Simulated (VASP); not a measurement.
# BP (F-43m) in VASP: further runs, part 2 of 2

VASP 6.6.1.

## 4. Relaxation of cell and atoms, PBEsol, target pressure 1 GPa, at which the enthalpy is minimised

This run uses another cell than the first one, of 11.54 Å³/atom, 0.988 times its volume.

INCAR reads:

```
  PREC = Accurate
  ENCUT = 600
  EDIFF = 1E-7
  ISMEAR = 0
  SIGMA = 0.01
  LREAL = F
  LASPH = T
  NELM = 100
  ALGO = Normal
  ISIF = 3
  LWAVE = F
  LCHARG = F
  GGA = PS
  IBRION = 2
  NSW = 80
  EDIFFG = -0.001
  PSTRESS = 10.0
```

KPOINTS reads:

```
regular mesh
0
Gamma
  10 10 10
```

POSCAR reads:

```
BP
1.0
    0.0000000000      2.2600863866      2.2600863866
    2.2600863866      0.0000000000      2.2600863866
    2.2600863866      2.2600863866      0.0000000000
B P
1 1
Direct
    0.0000000000      0.0000000000      0.0000000000
    0.7500000000      0.7500000000      0.7500000000
```

Potentials or basis: VASP PAW PBE potentials, release 64 (B, P).

Run with:

```
> cat potpaw_PBE.64/B/POTCAR potpaw_PBE.64/P/POTCAR > POTCAR
> mpirun -np 1 vasp_std > vasp.out
```

OUTCAR:

```text
PREC = Accurate
   ENCUT = 600
   EDIFF = 1E-7
   ISMEAR = 0
   LREAL = F
   LASPH = T
   NELM = 100
   ISIF = 3
   GGA = PS
   IBRION = 2
   NSW = 80
   EDIFFG = -0.001
   PSTRESS = 10.0

 ion  position               nearest neighbor table
   1  0.000  0.000  0.000-   2 1.96   2 1.96   2 1.96   2 1.96
   2  0.750  0.750  0.750-   1 1.96   1 1.96   1 1.96   1 1.96

  LATTYP: Found a face centered cubic cell.
 ALAT       =     4.5201727732

  Lattice vectors:

 A1 = (   0.0000000000,   2.2600863866,   2.2600863866)
 A2 = (   2.2600863866,   0.0000000000,   2.2600863866)
 A3 = (   2.2600863866,   2.2600863866,   0.0000000000)

Analysis of symmetry for initial positions (statically):
=====================================================================
 Subroutine PRICEL returns:
 Original cell was already a primitive cell.

 Routine SETGRP: Setting up the symmetry group for a
 face centered cubic supercell.

 Subroutine GETGRP returns: Found 24 space group operations
 (whereof 24 operations were pure point group operations)
 out of a pool of 48 trial point group operations.

The static configuration has the point symmetry T_d .

Analysis of symmetry for dynamics (positions and initial velocities):
=====================================================================
 Subroutine PRICEL returns:
 Original cell was already a primitive cell.

 Routine SETGRP: Setting up the symmetry group for a
 face centered cubic supercell.

 Subroutine GETGRP returns: Found 24 space group operations
 (whereof 24 operations were pure point group operations)
 out of a pool of 48 trial point group operations.

The dynamic configuration has the point symmetry T_d .

 Subroutine INISYM returns: Found 24 space group operations
 (whereof 24 operations are pure point group operations),
 and found     1 'primitive' translations

[... 119 lines left out ...]
   GGA     = PS    functional components
   LHFCALC =     F    Hartree Fock is set to
   AEXX    =    0.0000 exact exchange contribution
   IVDW    =     0    specifies the selected vdW correction
   LEPSILON=     F    determine dielectric tensor
   LRPA    =     F    only Hartree local field effects (RPA)
 conjugate gradient relaxation of ions
 non-spin polarized calculation
 Gauss-broadening in eV      SIGMA  =   0.01
  energy-cutoff  :      600.00
  volume of cell :       23.09
 maximum number of plane-waves:       785
 NGX is ok and might be reduce to    28
   NGX = 13   NGY = 13   NGZ = 13

--------------------------------------- Ionic step        1  -------------------------------------------

 number of electron       8.0000000 magnetization

 Free energy of the ion-electron system (eV)
  ---------------------------------------------------
  ext. energy  EPLUGINS =         0.00000000
  ---------------------------------------------------
  free energy    TOTEN  =       -13.67525812 eV

  energy without entropy =      -13.67525812  energy(sigma->0) =      -13.67525812

------------------------ aborting loop because EDIFF is reached ----------------------------------------

  FORCE on cell =-STRESS in cart. coord.  units (eV):
  Direction    XX          YY          ZZ          XY          YZ          ZX
  --------------------------------------------------------------------------------------
  -------------------------------------------------------------------------------------
  Total        0.0152612      0.0152612      0.0152612     -0.0000000     -0.0000000     -0.0000000
  in kB        1.0589924      1.0589924      1.0589924     -0.0000000     -0.0000000     -0.0000000
  external PRESSURE =      -8.9410076 kB  Pullay stress =      10.0000000 kB
[... 63 lines left out ...]
--------------------------------------- Ionic step        3  -------------------------------------------

 number of electron       8.0000000 magnetization

 Free energy of the ion-electron system (eV)
  ---------------------------------------------------
  ext. energy  EPLUGINS =         0.00000000
  ---------------------------------------------------
  free energy    TOTEN  =       -13.67484361 eV

  energy without entropy =      -13.67484361  energy(sigma->0) =      -13.67484361

 E-fermi :   7.6562     XC(G=0): -11.1177

 val. band max:        7.6077522981   @ k =   0.0000   0.0000   0.0000
 cond. band min:       8.7165840344   @ k =   0.4000   0.4000   0.0000
 fundamental gap:      1.1088317363
 Fermi energy:         7.6561575288

 k-point     1 :       0.0000    0.0000    0.0000
  band No.  band energies     occupation
      1      -8.0429      2.00000
      2       7.6078      2.00000
      3       7.6078      2.00000
      4       7.6078      2.00000
      5      10.9902      0.00000
      6      10.9902      0.00000
      7      10.9902      0.00000
      8      15.2102      0.00000
[... 243 lines left out ...]
 k-point    24 :       0.4000    0.3000    0.0000
  band No.  band energies     occupation
      1      -5.0472      2.00000
      2       1.4063      2.00000
      3       3.4546      2.00000
      4       4.0104      2.00000
      5       9.3068      0.00000
      6      11.0996      0.00000
      7      17.1722      0.00000
      8      17.1822      0.00000

 [... further k-points ...]
[... 5 lines left out ...]
  --------------------------------------------------------------------------------------
  -------------------------------------------------------------------------------------
  Total        0.1441137      0.1441137      0.1441137      0.0000000     -0.0000000      0.0000000
  in kB       10.0527891     10.0527891     10.0527891      0.0000000     -0.0000000      0.0000000
  external PRESSURE =       0.0527891 kB  Pullay stress =      10.0000000 kB
[... 21 lines left out ...]
  energy  without entropy=      -13.6748436094  energy(sigma->0) =      -13.67484361

  enthalpy is  TOTEN    =       -13.5314866580 eV   P V=        0.1433569514

 reached required accuracy - stopping structural energy minimisation
```

OSZICAR:

```text
N       E                     dE             d eps       ncg     rms          rms(c)
DAV:   1     0.912321215652E+01    0.91232E+01   -0.44350E+03   752   0.100E+03
DAV:   2    -0.141343109238E+02   -0.23258E+02   -0.21653E+02  1168   0.114E+02
DAV:   3    -0.144081705502E+02   -0.27386E+00   -0.27386E+00   856   0.158E+01
DAV:   4    -0.144089770000E+02   -0.80645E-03   -0.80645E-03  1224   0.817E-01
[... 22 lines left out ...]
DAV:   3    -0.136748477933E+02    0.33495E-04   -0.70600E-05   856   0.484E-02    0.118E-02
DAV:   4    -0.136748447699E+02    0.30234E-05   -0.27104E-06   976   0.123E-02    0.933E-03
DAV:   5    -0.136748437747E+02    0.99516E-06   -0.64268E-07  1008   0.565E-03    0.435E-03
DAV:   6    -0.136748436234E+02    0.15137E-06   -0.14788E-08   376   0.103E-03    0.398E-04
DAV:   7    -0.136748436094E+02    0.14003E-07   -0.18310E-09   376   0.369E-04
   3 F= -.13531487E+02 E0= -.13531487E+02  d E =-.338677E-03
```

It took 40 s on 1 thread of Intel Xeon Platinum 8259CL at 2.50GHz (Skylake/Cascade Lake), shared host; peak memory 0.14 GiB.

What came out:

| Quantity | Value |
| --- | --- |
| Free energy | -13.6748 eV |
| Relaxed volume | 11.48 Å³/atom |
| Relaxed cell | a = 3.191 Å, b = 3.191 Å, c = 3.191 Å, α = 60.00°, β = 60.00°, γ = 60.00° |
| Space group after relaxing (to 0.05 Å) | F-43m (No. 216) |
| Energy change on relaxing (the enthalpy is what falls) | +0.2 meV/atom |
| Ionic steps | 3 |
| Pressure after relaxing | 1.0 GPa |
| Band gap on the k mesh | 1.11 eV, indirect (least direct gap 3.38 eV) |

The path:
```
step  energy change (eV)  largest force (eV/Å)  pressure (GPa)  volume (Å³)
   1              0.0000                0.0000            0.11        23.09
   2              0.0012                0.0000            1.72        22.87
   3              0.0004                0.0000            1.01        22.97
```

Final structure:
```
CELL_PARAMETERS angstrom
0.00000 2.25614 2.25614
2.25614 0.00000 2.25614
2.25614 2.25614 0.00000
ATOMIC_POSITIONS crystal
B 0.00000 0.00000 0.00000
P 0.75000 0.75000 0.75000
```

Caveat: the cell is relaxed towards a set pressure, so the enthalpy falls and the energy may rise; the PAW data sets were made with another functional, which shifts forces and pressure a little. A k mesh can miss the band edges.

## 5. Summary

```tsv
task	cell	cutoff (eV)	smearing	gap on the mesh (eV)	pressure (GPa)
relaxation of cell and atoms	relaxed from a = 3.209 Å, angles 60.0°, 2 atoms	600	gaussian 0.02 eV	1.12	0.0
single point	a = 3.190 Å, angles 60.0°, 2 atoms	520	gaussian 0.01 eV	1.11	1.1
relaxation of cell and atoms	relaxed to 1 GPa from a = 3.196 Å, angles 60.0°, 2 atoms	600	gaussian 0.01 eV	1.11	1.0
```

Alike in all rows: level PBEsol; potentials or basis VASP PAW PBE potentials, release 64 (B, P); no spin polarisation; k mesh 10 × 10 × 10.

Caveats: the PAW data sets were made with another functional, which shifts forces and pressure a little; the cell is relaxed towards a set pressure, so the enthalpy falls and the energy may rise (some runs).

Total energies depend on the potentials used, so only differences within one code and one set of settings carry meaning.
